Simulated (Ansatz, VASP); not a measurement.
**Two plane-wave programs on As7Ir**

```xyz
8
Lattice="7.9740 0.0000 0.0000 -3.9870 6.9057 0.0000 0.0000 0.0000 4.5634" Properties=species:S:1:pos:R:3 pbc="T T T"
As    2.8220    0.0000    0.0000
As   -1.4110    2.4439    0.0000
As    2.5760    4.4618    0.0000
As    5.1520    0.0000    0.0000
As   -2.5760    4.4618    0.0000
As    1.4110    2.4439    0.0000
As    0.0000    0.0000    0.0000
Ir    0.0000    0.0000    2.2817
```

Alike in both runs: functional PBE; k mesh 3 × 3 × 4; occupations gaussian, width 0.1 eV; no spin polarisation.

Ansatz relaxed the structure, and its values are those at the end. VASP's run is a single point on that final structure, the one shown.

|  | VASP | Ansatz |
| --- | --- | --- |
| version | VASP 6.6.1 | Ansatz 0.2.0 |
| potentials or method | VASP PAW PBE potentials, release 64 (As, Ir), cutoff 520 eV | scalar-relativistic, plane waves, PAW |
| valence electrons in the cell | 44 | 122 |

|  | VASP | Ansatz | Ansatz less VASP |
| --- | --- | --- | --- |
| gap on the k mesh at the Fermi level (eV) | 0.20 | 0.18 | -0.016 |
| least direct gap on the mesh (eV) | 0.36 | 0.36 | +0.007 |
| pressure (GPa) | 0.2 | 0.1 | -0.17 |
| rms of the force components (eV/Å) | 0.027 | 0.003 | -0.0234 |

VASP's potentials hold 44 valence electrons a cell and Ansatz's 122, so a difference there can come from the potentials and not from the codes.

Neither program's run includes spin-orbit coupling.
